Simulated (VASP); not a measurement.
# MgBe2SeS2 (P4/mmm) in VASP: notebook, part 2 of 2

VASP 6.6.1.

### 5 Relaxation of cell and atoms, PBE

Input file INCAR:

```
  PREC = Accurate
  ENCUT = 600
  EDIFF = 1E-6
  ISMEAR = 0
  SIGMA = 0.1
  LREAL = False
  LASPH = True
  NELM = 60
  ALGO = Normal
  ISIF = 3
  LWAVE = False
  LCHARG = False
  GGA = PE
  IBRION = 2
  NSW = 90
  EDIFFG = -0.04
```

Input file KPOINTS:

```
Automatic mesh
0
Gamma
  4 4 2
```

Input file POSCAR:

```
MgBe2SeS2
1.0
    3.9038833000      0.0000000000      0.0000000000
    0.0000000000      3.9038833000      0.0000000000
    0.0000000000      0.0000000000      8.5507739400
Mg Be Se S
1 2 1 2
Direct
    0.0000000000      0.0000000000      0.5000000000
    0.5000000000      0.5000000000      0.1595836900
    0.5000000000      0.5000000000      0.8404163100
    0.5000000000      0.5000000000      0.5000000000
    0.0000000000      0.5000000000      0.5000000000
    0.5000000000      0.0000000000      0.5000000000
```

Potentials or basis: VASP PAW PBE potentials, release 64 (Mg, Be, Se, S).

Command:

```console
> cat potpaw_PBE.64/Mg/POTCAR potpaw_PBE.64/Be/POTCAR potpaw_PBE.64/Se/POTCAR potpaw_PBE.64/S/POTCAR > POTCAR
> mpirun -np 1 vasp_std > vasp.out
```

OUTCAR:

```text
PREC = Accurate
   ENCUT = 600
   EDIFF = 1E-6
   ISMEAR = 0
   LREAL = False
   LASPH = True
   NELM = 60
   ISIF = 3
   GGA = PE
   IBRION = 2
   NSW = 90
   EDIFFG = -0.04

 ion  position               nearest neighbor table
   1  0.000  0.000  0.500-   5 1.95   6 1.95   5 1.95   6 1.95   4 2.76   4 2.76   4 2.76   4 2.76

   2  0.500  0.500  0.160-
   3  0.500  0.500  0.840-
   4  0.500  0.500  0.500-   5 1.95   6 1.95   6 1.95   5 1.95   1 2.76   1 2.76   1 2.76   1 2.76

   5  0.000  0.500  0.500-   1 1.95   4 1.95   1 1.95   4 1.95   6 2.76   6 2.76   6 2.76   6 2.76

   6  0.500  0.000  0.500-   1 1.95   4 1.95   4 1.95   1 1.95   5 2.76   5 2.76   5 2.76   5 2.76

  LATTYP: Found a simple tetragonal cell.
 ALAT       =     3.9038833000
 C/A-ratio  =     2.1903251924

  Lattice vectors:

 A1 = (   3.9038833000,   0.0000000000,   0.0000000000)
 A2 = (   0.0000000000,   3.9038833000,   0.0000000000)
 A3 = (   0.0000000000,   0.0000000000,   8.5507739400)

Analysis of symmetry for initial positions (statically):
=====================================================================
 Subroutine PRICEL returns:
 Original cell was already a primitive cell.

 Routine SETGRP: Setting up the symmetry group for a
 simple tetragonal supercell.

 Subroutine GETGRP returns: Found 16 space group operations
 (whereof 16 operations were pure point group operations)
 out of a pool of 16 trial point group operations.

The static configuration has the point symmetry D_4h.

Analysis of symmetry for dynamics (positions and initial velocities):
=====================================================================
 Subroutine PRICEL returns:
 Original cell was already a primitive cell.

 Routine SETGRP: Setting up the symmetry group for a
 simple tetragonal supercell.

 Subroutine GETGRP returns: Found 16 space group operations
 (whereof 16 operations were pure point group operations)
 out of a pool of 16 trial point group operations.

[... 134 lines left out ...]

--------------------------------------- Ionic step        1  -------------------------------------------

 number of electron      24.0000004 magnetization

 Free energy of the ion-electron system (eV)
  ---------------------------------------------------
  ext. energy  EPLUGINS =         0.00000000
  ---------------------------------------------------
  free energy    TOTEN  =        -0.44481343 eV

  energy without entropy =       -0.41475678  energy(sigma->0) =       -0.42978511

------------------------ aborting loop because EDIFF is reached ----------------------------------------

  FORCE on cell =-STRESS in cart. coord.  units (eV):
  Direction    XX          YY          ZZ          XY          YZ          ZX
  --------------------------------------------------------------------------------------
  -------------------------------------------------------------------------------------
  Total       75.2784078     75.2784078     -4.3863495      0.0000000      0.0000000      0.0000000
  in kB      925.5117334    925.5117334    -53.9280528      0.0000000      0.0000000      0.0000000
  external PRESSURE =     599.0318047 kB  Pullay stress =       0.0000000 kB
[... 27 lines left out ...]
--------------------------------------- Ionic step        2  -------------------------------------------

 number of electron      24.0000009 magnetization

 E-fermi :  -1.4862     XC(G=0):  -5.1962

 val. band max:       -1.5050423764   @ k =   0.5000   0.5000   0.5000
 cond. band min:      -1.4299209212   @ k =   0.0000   0.0000   0.5000
 fundamental gap:      0.0751214552
 Fermi energy:        -1.4861856305

 k-point     1 :       0.0000    0.0000    0.0000
  band No.  band energies     occupation
      1     -14.2162      2.00000
      2     -12.5246      2.00000
      3     -12.3123      2.00000
      4      -4.9331      2.00000
      5      -4.9331      2.00000
      6      -4.8757      2.00000
[... 290 lines left out ...]
  FREE ENERGIE OF THE ION-ELECTRON SYSTEM (eV)
  ---------------------------------------------------
  free  energy   TOTEN  =       -16.9122366058 eV

  energy  without entropy=      -16.9122366054  energy(sigma->0) =      -16.91223661

[... ionic steps 4 to 15 ...]

--------------------------------------- Ionic step       16  -------------------------------------------

 number of electron      24.0000009 magnetization

------------------------ aborting loop because EDIFF is reached ----------------------------------------
[... 75 lines left out ...]
--------------------------------------- Ionic step       18  -------------------------------------------

 number of electron      24.0000009 magnetization

 Free energy of the ion-electron system (eV)
  ---------------------------------------------------
  ext. energy  EPLUGINS =         0.00000000
  ---------------------------------------------------
  free energy    TOTEN  =       -18.49228195 eV

  energy without entropy =      -18.46138913  energy(sigma->0) =      -18.47683554

 E-fermi :   2.2454     XC(G=0):  -7.1046

 val. band max:        2.2409894403   @ k =   0.0000   0.0000   0.5000
 cond. band min:       2.3240201328   @ k =   0.2500   0.0000   0.5000
 fundamental gap:      0.0830306925
 Fermi energy:         2.2454237239

 k-point     1 :       0.0000    0.0000    0.0000
  band No.  band energies     occupation
      1     -14.0519      2.00000
      2     -10.6500      2.00000
      3      -9.8428      2.00000
      4      -5.0182      2.00000
      5      -4.9967      2.00000
      6      -4.9967      2.00000
[... 250 lines left out ...]
  FREE ENERGIE OF THE ION-ELECTRON SYSTEM (eV)
  ---------------------------------------------------
  free  energy   TOTEN  =       -18.4922819493 eV

  energy  without entropy=      -18.4613891289  energy(sigma->0) =      -18.47683554

 reached required accuracy - stopping structural energy minimisation
```

Wall time 7.7 min (1 thread of Intel Xeon Platinum 8259CL at 2.50GHz (Skylake/Cascade Lake), shared host); peak memory 0.29 GiB.

Results:

```yaml
Free_energy: -18.4923 eV
Relaxed_volume: 28.37 Å³/atom
Relaxed_cell: a = 5.277 Å, b = 5.277 Å, c = 6.113 Å, α = 90.00°, β = 90.00°, γ = 90.00°
Space_group_after_relaxing_to_0.05_Å: P4/mmm (No. 123)
Energy_gained_by_relaxing: 3007.9 meV/atom
Ionic_steps: 18
Pressure_after_relaxing: 0.0 GPa
Largest_force_after_relaxing: 0.014 eV/Å
Band_gap_on_the_k_mesh: zero (band 12 reaches 2.40 eV, above the bottom of band 13 at -0.35 eV)
```

Forces in eV/Å, atoms in the order of the input:
```
Mg   0.000  0.000  0.000
Be   0.000  0.000 -0.014
Be   0.000  0.000  0.014
Se   0.000  0.000  0.000
S    0.000  0.000  0.000
S    0.000  0.000  0.000
```

Stress tensor (GPa, compression positive):
```
 0.06  0.00  0.00
 0.00  0.06  0.00
 0.00  0.00 -0.04
```

Step by step:
```csv
step,energy change (eV),largest force (eV/Å),pressure (GPa),volume (Å³)
1,0.0000,0.3786,59.90,130.32
2,-13.1619,0.2161,-5.96,323.97
3,-16.4674,0.3829,-2.31,218.62
4,-16.4669,0.3683,-3.12,224.59
5,-16.4737,0.3764,-2.68,221.26
6,-17.2358,0.3197,-2.65,205.65
7,-17.8326,1.2145,3.59,157.53
8,-17.8304,0.3335,-1.64,180.96
9,-17.8507,0.4006,-1.46,178.18
10,-18.0057,0.4384,0.19,167.90
11,-17.9982,0.6556,1.71,162.73
12,-18.0177,0.5048,0.77,165.77
13,-18.0159,0.5514,1.11,164.64
14,-18.0291,0.4824,0.44,168.08
15,-18.0392,0.0551,0.68,166.74
16,-18.0469,0.0514,-0.06,170.38
17,-18.0470,0.0521,0.02,169.94
18,-18.0475,0.0143,0.02,170.22
```

Final structure:
```
CELL_PARAMETERS angstrom
5.27680 0.00000 0.00000
0.00000 5.27680 0.00000
0.00000 0.00000 6.11331
ATOMIC_POSITIONS crystal
Mg 0.00000 0.00000 0.50000
Be 0.50000 0.50000 0.16297
Be 0.50000 0.50000 0.83703
Se 0.50000 0.50000 0.50000
S 0.00000 0.50000 0.50000
S 0.50000 0.00000 0.50000
```

Caveat: the k points lie up to 0.51 Å⁻¹ apart in the final cell; the volume moved by over 15 % at a fixed basis, so the end points are rough.

### 6 Single point, PBE

This run uses another cell than the first one, of 28.53 Å³/atom, 1.314 times its volume.

Input file INCAR:

```
SYSTEM = MgBe2SeS2
PREC     = Accurate       ! precision mode
ENCUT    = 520            ! plane-wave cutoff, eV
EDIFF    = 1E-6           ! SCF threshold, eV
ISMEAR   = 0              ! smearing method
SIGMA    = 0.1            ! smearing width, eV
LREAL    = .FALSE.        ! projectors in reciprocal space
LASPH    = .TRUE.         ! aspherical terms in the spheres
NELM     = 80             ! most SCF steps
ALGO     = Normal         ! electronic algorithm
ISIF     = 2              ! what is computed and relaxed
LWAVE    = .FALSE.        ! write WAVECAR
LCHARG   = .FALSE.        ! write CHGCAR
GGA      = PE             ! functional
NBANDS   = 21             ! bands
```

Input file KPOINTS:

```
regular mesh
0
G
  8 8 6
  0 0 0
```

Input file POSCAR:

```
MgBe2SeS2
1.0
    5.3014496904      0.0000000000      0.0000000000
    0.0000000000      5.3014496904      0.0000000000
    0.0000000000      0.0000000000      6.0915893355
Mg Be Se S
1 2 1 2
Direct
    0.0000000000      0.0000000000      0.5000000000
    0.5000000000      0.5000000000      0.1651363090
    0.5000000000      0.5000000000      0.8348636910
    0.5000000000      0.5000000000      0.5000000000
    0.0000000000      0.5000000000      0.5000000000
    0.5000000000      0.0000000000      0.5000000000
```

Potentials or basis: VASP PAW PBE potentials, release 64 (Mg, Be, Se, S).

Command:

```console
> cat potpaw_PBE.64/Mg/POTCAR potpaw_PBE.64/Be/POTCAR potpaw_PBE.64/Se/POTCAR potpaw_PBE.64/S/POTCAR > POTCAR
> mpirun -np 1 vasp_std > vasp.out
```

OUTCAR:

```text
SYSTEM = MgBe2SeS2
   PREC = Accurate
   ENCUT = 520
   EDIFF = 1E-6
   ISMEAR = 0
   LREAL = .FALSE.
   LASPH = .TRUE.
   NELM = 80
   ISIF = 2
   GGA = PE

 ion  position               nearest neighbor table
   1  0.000  0.000  0.500-   5 2.65   6 2.65   5 2.65   6 2.65
   2  0.500  0.500  0.165-   3 2.01   4 2.04
   3  0.500  0.500  0.835-   2 2.01   4 2.04
   4  0.500  0.500  0.500-   2 2.04   3 2.04   5 2.65   6 2.65   6 2.65   5 2.65
   5  0.000  0.500  0.500-   1 2.65   4 2.65   1 2.65   4 2.65
   6  0.500  0.000  0.500-   1 2.65   4 2.65   4 2.65   1 2.65

  LATTYP: Found a simple tetragonal cell.
 ALAT       =     5.3014496904
 C/A-ratio  =     1.1490421849

  Lattice vectors:

 A1 = (   5.3014496904,   0.0000000000,   0.0000000000)
 A2 = (   0.0000000000,   5.3014496904,   0.0000000000)
 A3 = (   0.0000000000,   0.0000000000,   6.0915893355)

Analysis of symmetry for initial positions (statically):
=====================================================================
 Subroutine PRICEL returns:
 Original cell was already a primitive cell.

 Routine SETGRP: Setting up the symmetry group for a
 simple tetragonal supercell.

[... 180 lines left out ...]
 Fermi energy:         2.2753147401

 k-point     1 :       0.0000    0.0000    0.0000
  band No.  band energies     occupation
      1     -13.8677      2.00000
      2     -10.5417      2.00000
      3      -9.7641      2.00000
      4      -4.9604      2.00000
      5      -4.8113      2.00000
      6      -4.8113      2.00000
[... 565 lines left out ...]
     20       6.1963      0.00000
     21       7.1432      0.00000

 [... further k-points ...]

------------------------ aborting loop because EDIFF is reached ----------------------------------------

  FORCE on cell =-STRESS in cart. coord.  units (eV):
  Direction    XX          YY          ZZ          XY          YZ          ZX
  --------------------------------------------------------------------------------------
  -------------------------------------------------------------------------------------
  Total       -0.0431978     -0.0431978      0.0507893      0.0000000     -0.0000000      0.0000000
  in kB       -0.4042520     -0.4042520      0.4752943      0.0000000     -0.0000000      0.0000000
  external PRESSURE =      -0.1110699 kB  Pullay stress =       0.0000000 kB

 VOLUME and BASIS-vectors are now :
 -----------------------------------------------------------------------------
  energy-cutoff  :      520.00
  volume of cell :      171.21
      direct lattice vectors                 reciprocal lattice vectors
     5.301449690  0.000000000  0.000000000     0.188627651  0.000000000  0.000000000
     0.000000000  5.301449690  0.000000000     0.000000000  0.188627651  0.000000000
     0.000000000  0.000000000  6.091589336     0.000000000  0.000000000  0.164160771

 POSITION                                       TOTAL-FORCE (eV/Angst)
 -----------------------------------------------------------------------------------
      0.00000      0.00000      3.04579         0.000000      0.000000      0.000000
      2.65072      2.65072      1.00594         0.000000     -0.000000     -0.028665
      2.65072      2.65072      5.08565         0.000000      0.000000      0.028665
      2.65072      2.65072      3.04579         0.000000      0.000000      0.000000
      0.00000      2.65072      3.04579         0.000000      0.000000      0.000000
      2.65072      0.00000      3.04579         0.000000      0.000000      0.000000
 -----------------------------------------------------------------------------------
    total drift:                                0.000000      0.000000     -0.000000

  FREE ENERGIE OF THE ION-ELECTRON SYSTEM (eV)
  ---------------------------------------------------
  free  energy   TOTEN  =       -18.7530548855 eV

  energy  without entropy=      -18.7316344844  energy(sigma->0) =      -18.74234468
```

Wall time 2.7 min (1 thread of Intel Xeon Platinum 8259CL at 2.50GHz (Skylake/Cascade Lake), shared host); peak memory 0.4 GiB.

Results:

```
Free energy            : -18.7531 eV
Pressure               : 0.0 GPa
Largest force          : 0.029 eV/Å
Band gap on the k mesh : zero (band 12 reaches 2.47 eV, above the bottom of band 13 at -0.26 eV)
```

Forces on the atoms (eV/Å):
```
Mg   0.000  0.000  0.000
Be   0.000  0.000 -0.029
Be   0.000  0.000  0.029
Se   0.000  0.000  0.000
S    0.000  0.000  0.000
S    0.000  0.000  0.000
```

### 7 The runs side by side

| task | cell | k mesh | cutoff (eV) | gap on the mesh (eV) | pressure (GPa) | largest force (eV/Å) |
| --- | --- | --- | --- | --- | --- | --- |
| single point | a = 3.904, b = 3.904, c = 8.551 Å, 6 atoms | 4 × 4 × 2 | 520 | none | 59.9 | 0.38 |
| single point | a = 5.293, b = 5.293, c = 6.093 Å, 6 atoms | 4 × 4 × 2 | 520 | none | 0.0 | 0.03 |
| single point | a = 5.294, b = 5.294, c = 6.103 Å, 6 atoms | 4 × 4 × 4 | 520 | none | 0.0 | 0.02 |
| relaxation of cell and atoms | relaxed from a = 3.904, b = 3.904, c = 8.551 Å, 6 atoms | 4 × 4 × 2 | 600 | none | 0.0 | 0.01 |
| single point | a = 5.301, b = 5.301, c = 6.092 Å, 6 atoms | 8 × 8 × 6 | 520 | none | 0.0 | 0.03 |

Alike in all rows: level PBE; potentials or basis VASP PAW PBE potentials, release 64 (Mg, Be, Se, S); no spin polarisation; smearing gaussian 0.1 eV.

Caveats: some runs use coarse meshes; the volume moved by over 15 % at a fixed basis, so the end points are rough (some runs).

Total energies depend on the potentials used, so only differences within one code and one set of settings carry meaning.
